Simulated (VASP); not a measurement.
# Pb (Fm-3m) in VASP: notebook, part 2 of 3

VASP 6.6.1. The steps go on from the part before.

## 3. Single point, BLYP+D4

INCAR reads:

```
PREC = Accurate
ENCUT = 520
EDIFF = 1E-6
ISMEAR = -5
SIGMA = 0.05
LREAL = False
LASPH = True
NELM = 80
ALGO = Normal
ISIF = 2
LWAVE = False
LCHARG = False
GGA = B5
ALDAX = 1.0
AGGAX = 1.0
AGGAC = 1.0
ALDAC = 0.0
IVDW = 13
VDW_S6 = 1.0
VDW_S8 = 2.34076671
VDW_A1 = 0.44488865
VDW_A2 = 4.0933009
NBANDS = 13
```

KPOINTS reads:

```
regular mesh
0
Gamma
  9 9 9
```

POSCAR reads:

```
Pb
1.0
    0.0000000000      2.4750200000      2.4750200000
    2.4750200000      0.0000000000      2.4750200000
    2.4750200000      2.4750200000      0.0000000000
Pb
1
Direct
    0.0000000000      0.0000000000      0.0000000000
```

Potentials or basis: VASP PAW PBE potentials, release 64 (Pb_d).

Started as:

```sh
> cat potpaw_PBE.64/Pb_d/POTCAR > POTCAR
> mpirun -np 1 vasp_std > vasp.out
```

OUTCAR:

```text
PREC = Accurate
   ENCUT = 520
   EDIFF = 1E-6
   ISMEAR = -5
   LREAL = False
   LASPH = True
   NELM = 80
   ISIF = 2
   GGA = B5
   IVDW = 13

 ion  position               nearest neighbor table
   1  0.000  0.000  0.000-

  LATTYP: Found a face centered cubic cell.
 ALAT       =     4.9500400000

  Lattice vectors:

 A1 = (   0.0000000000,   2.4750200000,   2.4750200000)
 A2 = (   2.4750200000,   0.0000000000,   2.4750200000)
 A3 = (   2.4750200000,   2.4750200000,   0.0000000000)

Analysis of symmetry for initial positions (statically):
[... 5 lines left out ...]
 face centered cubic supercell.

 Subroutine GETGRP returns: Found 48 space group operations
 (whereof 48 operations were pure point group operations)
 out of a pool of 48 trial point group operations.

The static configuration has the point symmetry O_h .

Analysis of symmetry for dynamics (positions and initial velocities):
[... 5 lines left out ...]
 face centered cubic supercell.

 Subroutine GETGRP returns: Found 48 space group operations
 (whereof 48 operations were pure point group operations)
 out of a pool of 48 trial point group operations.

The dynamic configuration has the point symmetry O_h .

 Subroutine INISYM returns: Found 48 space group operations
 (whereof 48 operations are pure point group operations),
 and found     1 'primitive' translations

----------------------------------------------------------------------------------------

                                     Primitive cell

  volume of cell :      30.3226

  direct lattice vectors                    reciprocal lattice vectors
     0.000000000  2.475020000  2.475020000    -0.202018570  0.202018570  0.202018570
     2.475020000  0.000000000  2.475020000     0.202018570 -0.202018570  0.202018570
     2.475020000  2.475020000  0.000000000     0.202018570  0.202018570 -0.202018570

  length of vectors
     3.500206851  3.500206851  3.500206851     0.349906427  0.349906427  0.349906427

  position of ions in fractional coordinates (direct lattice)
     0.000000000  0.000000000  0.000000000

  ion indices of the primitive-cell ions
   primitive index   ion index
                 1           1

----------------------------------------------------------------------------------------

 KPOINTS: regular mesh

Automatic generation of k-mesh.
 Grid dimensions read from file:
 generate k-points for:    9    9    9

 Generating k-lattice:

  Cartesian coordinates                     Fractional coordinates (reciprocal lattice)
    -0.022446508  0.022446508  0.022446508     0.111111111  0.000000000  0.000000000
     0.022446508 -0.022446508  0.022446508     0.000000000  0.111111111  0.000000000
     0.022446508  0.022446508 -0.022446508     0.000000000  0.000000000  0.111111111

  Length of vectors
     0.038878492  0.038878492  0.038878492

  Shift w.r.t. Gamma in fractional coordinates (k-lattice)
     0.000000000  0.000000000  0.000000000

 TETIRR: Found    115 inequivalent tetrahedra from     4374

 Subroutine IBZKPT returns following result:
 ===========================================

 Found     35 irreducible k-points:

 Following reciprocal coordinates:
            Coordinates               Weight
  0.000000  0.000000  0.000000      1.000000
  0.111111  0.000000  0.000000      8.000000
  0.222222  0.000000  0.000000      8.000000
  0.333333  0.000000  0.000000      8.000000
  0.444444  0.000000  0.000000      8.000000
  0.111111  0.111111  0.000000      6.000000
[... 16 lines left out ...]
 -0.333333  0.333333  0.000000     12.000000
  0.444444  0.444444  0.000000      6.000000
 [... further k-points ...]
   k-points           NKPTS =     35   k-points in BZ     NKDIM =     35   number of bands    NBANDS=     13
   number of dos      NEDOS =    301   number of ions     NIONS =      1
   total plane-waves  NPLWV =  21952
   dimension x,y,z NGX =    28 NGY =   28 NGZ =   28
   dimension x,y,z NGXF=    56 NGYF=   56 NGZF=   56
   ions per type =               1
   NGX,Y,Z   is equivalent  to a cutoff of  13.30, 13.30, 13.30 a.u.
   NGXF,Y,Z  is equivalent  to a cutoff of  26.60, 26.60, 26.60 a.u.
 SYSTEM =  unknown system
   PREC   = accura    normal or accurate (medium, high low for compatibility)
   ISTART =      0    job   : 0-new  1-cont  2-samecut
   ICHARG =      2    charge: 1-file 2-atom 10-const
   ISPIN  =      1    spin polarized calculation?
   LNONCOLLINEAR =      F non collinear calculations
   LSORBIT =      F    spin-orbit coupling
   LASPH  =      T    aspherical Exc in radial PAW
   ENCUT  =  520.0 eV  38.22 Ry    6.18 a.u.   6.51  6.51  6.51*2*pi/ulx,y,z
   NELM   =     80;   NELMIN=  2; NELMDL= -5     # of ELM steps
   EDIFF  = 0.1E-05   stopping-criterion for ELM
   LREAL  =      F    real-space projection
   EDIFFG = 0.1E-04   stopping-criterion for IOM
   NSW    =      0    number of steps for IOM
   IBRION =     -1    ionic relax: 0-MD 1-quasi-New 2-CG
   NFREE  =      0    steps in history (QN), initial steepest desc. (CG)
   ISIF   =      2    stress and relaxation
   ISYM   =      2    0-nonsym 1-usesym 2-fastsym
   POTIM  = 0.5000    time-step for ionic-motion
   TEBEG  =    0.0;   TEEND  =   0.0 temperature during run
   PSTRESS=    0.0 pullay stress
   NELECT =      14.0000    total number of electrons
   NUPDOWN=      -1.0000    fix difference up-down
   EMIN   =  10.00;   EMAX   =-10.00  energy-range for DOS
   EFERMI =   0.00;   METHOD = LEGACY
   ISMEAR =    -5;   SIGMA  =   0.05  broadening in eV -4-tet -1-fermi 0-gaus
   EFERMI_NEDOS =   21; number of points for ismear=-14 and -15
   IALGO  =     38    algorithm
   IMIX   =      4    mixing-type and parameters
     AMIX     =   0.40;   BMIX     =  1.00
     AMIX_MAG =   1.60;   BMIX_MAG =  1.00
  volume/ion in A,a.u.               =      30.32       204.63
  Fermi-wavevector in a.u.,A,eV,Ry     =   1.265306  2.391081 21.782907  1.600999
  Thomas-Fermi vector in A             =   2.398566
   LORBIT       =      0    0 simple, 1 ext, 2 COOP (PROOUT), +10 PAW based schemes
   GGA     = B5    functional components
   LHFCALC =     F    Hartree Fock is set to
   AEXX    =    0.0000 exact exchange contribution
   IVDW    =    13    specifies the selected vdW correction
   LEPSILON=     F    determine dielectric tensor
   LRPA    =     F    only Hartree local field effects (RPA)
 non-spin polarized calculation
 Fermi weights with tetrahedron method with Bloechl corrections
  energy-cutoff  :      520.00
  volume of cell :       30.32
 maximum number of plane-waves:       869
 NGX is ok and might be reduce to    28
   NGX = 13   NGY = 13   NGZ = 13

 number of electron      13.9999999 magnetization

 Free energy of the ion-electron system (eV)
  ---------------------------------------------------
  ext. energy  EPLUGINS =         0.00000000
  ---------------------------------------------------
  free energy    TOTEN  =        -2.80273696 eV

  energy without entropy =       -2.80273696  energy(sigma->0) =       -2.80273696

 E-fermi :   7.8812     XC(G=0):  -9.5928

 val. band max:        7.7153662996   @ k =   0.3333   0.3333   0.0000
 cond. band min:       7.6750195683   @ k =  -0.2222   0.3333   0.1111
 fundamental gap:     -0.0403467313
 Fermi energy:         7.8812028227

 k-point     1 :       0.0000    0.0000    0.0000
  band No.  band energies     occupation
      1      -9.2970      2.00000
      2      -9.2970      2.00000
      3      -9.2970      2.00000
      4      -9.1546      2.00000
      5      -9.1546      2.00000
      6      -4.0078      2.00000
      7      15.0179      0.00000
      8      15.0179      0.00000
      9      15.0179      0.00000
     10      17.8282      0.00000
     11      19.5945      0.00000
     12      20.3934      0.00000
     13      20.3934      0.00000

 k-point     2 :       0.1111    0.0000    0.0000
  band No.  band energies     occupation
      1      -9.2973      2.00000
      2      -9.2803      2.00000
      3      -9.2803      2.00000
      4      -9.1545      2.00000
      5      -9.1545      2.00000
      6      -3.7719      2.00000
      7      12.7768      0.00000
      8      14.7462      0.00000
      9      14.7462      0.00000
     10      17.4248      0.00000
     11      20.4606      0.00000
[... 339 lines left out ...]
 k-point    24 :       0.4444    0.4444    0.0000
  band No.  band energies     occupation
      1      -9.4553      2.00000
      2      -9.3612      2.00000
      3      -9.0324      2.00000
      4      -8.9933      2.00000
      5      -8.9933      2.00000
      6       0.5048      2.00000
      7       5.0880      2.00000
      8       9.8658      0.00000
      9       9.8658      0.00000
     10      13.6368      0.00000
     11      14.7511      0.00000
     12      25.9905      0.00000
     13      27.7800      0.00000

 [... further k-points ...]

------------------------ aborting loop because EDIFF is reached ----------------------------------------

  DFT-D4 for vdW energy calculation

  Edisp (eV):   -0.79063

  FORCE on cell =-STRESS in cart. coord.  units (eV):
  Direction    XX          YY          ZZ          XY          YZ          ZX
  --------------------------------------------------------------------------------------
  -------------------------------------------------------------------------------------
  Total       0.41788     0.41788     0.41788     0.00000     0.00000     0.00000
  in kB      22.08008    22.08008    22.08008     0.00000     0.00000     0.00000
  external pressure =       22.08 kB  Pullay stress =        0.00 kB

 VOLUME and BASIS-vectors are now :
 -----------------------------------------------------------------------------
  energy-cutoff  :      520.00
  volume of cell :       30.32
      direct lattice vectors                 reciprocal lattice vectors
     0.000000000  2.475020000  2.475020000    -0.202018570  0.202018570  0.202018570
     2.475020000  0.000000000  2.475020000     0.202018570 -0.202018570  0.202018570
     2.475020000  2.475020000  0.000000000     0.202018570  0.202018570 -0.202018570

 POSITION                                       TOTAL-FORCE (eV/Angst)
 -----------------------------------------------------------------------------------
      0.00000      0.00000      0.00000         0.000000      0.000000      0.000000
 -----------------------------------------------------------------------------------
    total drift:                               -0.000000     -0.000000     -0.000000

  FREE ENERGIE OF THE ION-ELECTRON SYSTEM (eV)
  ---------------------------------------------------
  free  energy   TOTEN  =        -3.5933621179 eV

  energy  without entropy=       -3.5933621179  energy(sigma->0) =       -3.59336212
```

It took 13 s on 1 thread of Intel Xeon Platinum 8488C (Sapphire Rapids), shared host; peak memory 0.16 GiB.

Results:

* Free energy: -3.5934 eV
* Pressure: 2.2 GPa
* Band gap on the k mesh: zero (band 7 reaches 15.02 eV, above the bottom of band 8 at 6.28 eV)
* Dispersion energy per atom: -0.791 eV

Caveat: the PAW data sets were made with another functional, which shifts forces and pressure a little; spin-orbit coupling is left out, which moves the levels of the heavy elements; pairwise dispersion overbinds metals, which lowers pressure and volume; tetrahedron occupations give inexact forces and stress in metals.

## 4. Single point, PBE

INCAR reads:

```
SYSTEM = Pb
PREC = Accurate ; ENCUT = 520
EDIFF = 1E-6 ; ISMEAR = 0
SIGMA = 0.05 ; LREAL = .FALSE.
LASPH = .TRUE. ; NELM = 100
ALGO = Normal ; ISIF = 2
LWAVE = .FALSE. ; LCHARG = .FALSE.
GGA = PE ; NBANDS = 13
```

KPOINTS reads:

```
regular mesh
0
G
  9 9 9
  0 0 0
```

POSCAR is that of step 3.

Started as:

```sh
> cat potpaw_PBE.64/Pb_d/POTCAR > POTCAR
> mpirun -np 1 vasp_std > vasp.out
```

Wall time 8 s (1 thread of Intel Xeon Platinum 8488C (Sapphire Rapids), shared host); peak memory 0.16 GiB.

Results (log left out):

```
Free energy            : -3.5688 eV
Pressure               : 2.2 GPa
Band gap on the k mesh : zero (band 7 reaches 14.70 eV, above the bottom of band 8 at 5.74 eV)
```

Levels at points of the mesh, in eV from the Fermi level:
```tsv
k point	band 5	band 6	band 7	band 8	band 9	band 10
(0.00, 0.00, 0.00)	-16.80	-11.62	7.56	7.56	7.56	9.90
```

Caveat: spin-orbit coupling is left out, which moves the levels of the heavy elements.

## 5. Relaxation of cell and atoms, PBEsol

INCAR reads:

```
PREC = Accurate ; ENCUT = 600
EDIFF = 1E-7 ; ISMEAR = -1
SIGMA = 0.05 ; LREAL = F
LASPH = T ; NELM = 100
ALGO = Normal ; ISIF = 3
LWAVE = F ; LCHARG = F
GGA = PS ; IBRION = 2
NSW = 60 ; EDIFFG = -0.01
```

KPOINTS reads:

```
Automatic mesh
0
Gamma
  9 9 9
```

POSCAR is that of step 4.

Started as:

```sh
> cat potpaw_PBE.64/Pb_d/POTCAR > POTCAR
> mpirun -np 1 vasp_std > vasp.out
```

Run time: 12 s. Hardware: 1 thread of Intel Xeon 6975P-C (Granite Rapids), shared host; peak memory 0.17 GiB.

The run converged. Its results:

| Quantity | Value |
| --- | --- |
| Free energy | -4.0181 eV |
| Relaxed volume | 29.93 Å³/atom |
| Relaxed cell | a = 3.485 Å, b = 3.485 Å, c = 3.485 Å, α = 60.00°, β = 60.00°, γ = 60.00° |
| Space group after relaxing (to 0.05 Å) | Fm-3m (No. 225) |
| Energy gained by relaxing | 0.8 meV/atom |
| Ionic steps | 3 |
| Pressure after relaxing | 0.0 GPa |
| Band gap on the k mesh | zero (band 7 reaches 14.76 eV, above the bottom of band 8 at 5.66 eV) |

Step by step:
```tsv
step	energy change (eV)	largest force (eV/Å)	pressure (GPa)	volume (Å³)
1	0.0000	0.0000	-0.63	30.32
2	-0.0007	0.0000	0.22	29.80
3	-0.0008	0.0000	0.00	29.93
```

Final structure:
```
Pb
1.0
     0.00000    2.46442    2.46442
     2.46442    0.00000    2.46442
     2.46442    2.46442    0.00000
Pb
1
Direct
  0.00000 0.00000 0.00000
```

Levels at points of the mesh, in eV from the Fermi level:
```csv
k point,band 3,band 4,band 5,band 6,band 7,band 8,band 9,band 10,band 11
"(0.00, 0.00, 0.00)",-16.84,-16.69,-16.69,-11.70,7.67,7.67,7.67,9.93,11.64
```

Caveat: the PAW data sets were made with another functional, which shifts forces and pressure a little; spin-orbit coupling is left out, which moves the levels of the heavy elements.

(Part 2 of 3 ends here.)
